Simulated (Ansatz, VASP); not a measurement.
## Na in VASP and in Ansatz

The input INCAR:

```
SYSTEM = Na
PREC = Accurate
ENCUT = 520
EDIFF = 1E-8
ISMEAR = -1
SIGMA = 0.05
LREAL = .False.
LASPH = .True.
NELM = 80
ALGO = Normal
ISIF = 2
LWAVE = .False.
LCHARG = .False.
GGA = PS
LEFG = .True.
NBANDS = 14
```

KPOINTS

```
Automatic mesh
0
Gamma
  13 13 7
  0 0 0
```

Contents of POSCAR:

```
Na
1.0
    3.8408825192      0.0000000000      0.0000000000
   -1.9204412596      3.3263018346      0.0000000000
    0.0000000000      0.0000000000      6.2746973092
Na
2
Direct
    0.3333333333      0.6666666667      0.2500000000
    0.6666666667      0.3333333333      0.7500000000
```

Input for Ansatz:

```yaml
crystal:
  lattice:
    - [3.8408825192, 0.0, 0.0]
    - [-1.9204412596, 3.3263018346, 0.0]
    - [0.0, 0.0, 6.2746973092]
  atoms:
    - { symbol: Na, position: [0.3333333333, 0.6666666667, 0.25] }
    - { symbol: Na, position: [0.6666666667, 0.3333333333, 0.75] }
kpoints:
  mp_grid: { grid: [13, 13, 7] }
scf:
  occupations: { method: fermi_dirac, width: 0.05 }
hamiltonian:
  xc: pbesol
  pseudopotentials: { kind: all_electron, datasets: crystal }
output:
  forces: true
  stress: true
  eigenvalues: true
  efg: { contact_densities: true }
```

Change from the starting cell: volume scaled by 1.06, crystal datasets.

Alike in both runs: task electric field gradients; functional PBEsol; k mesh 13 × 13 × 7; occupations fermi-dirac, width 0.05 eV; no spin polarisation.

|  | VASP | Ansatz |
| --- | --- | --- |
| version | VASP 6.6.1 | Ansatz 0.2.0 |
| potentials or method | VASP PAW PBE potentials, release 64 (Na_pv), cutoff 520 eV | all-electron PAW with datasets made for the crystal, scalar-relativistic |

```csv
,VASP,Ansatz,Ansatz less VASP
pressure (GPa),-0.6,-0.6,+0.01
"traceless stress, the component that is largest in VASP (GPa)",0.07,0.07,+0.002
size of Vzz on the site where it differs most (V/Å²),0.2,0.2,-0.01
```

VASP's potentials were made for PBE, not for PBEsol. Ansatz ran all-electron here, and VASP with PAW potentials.
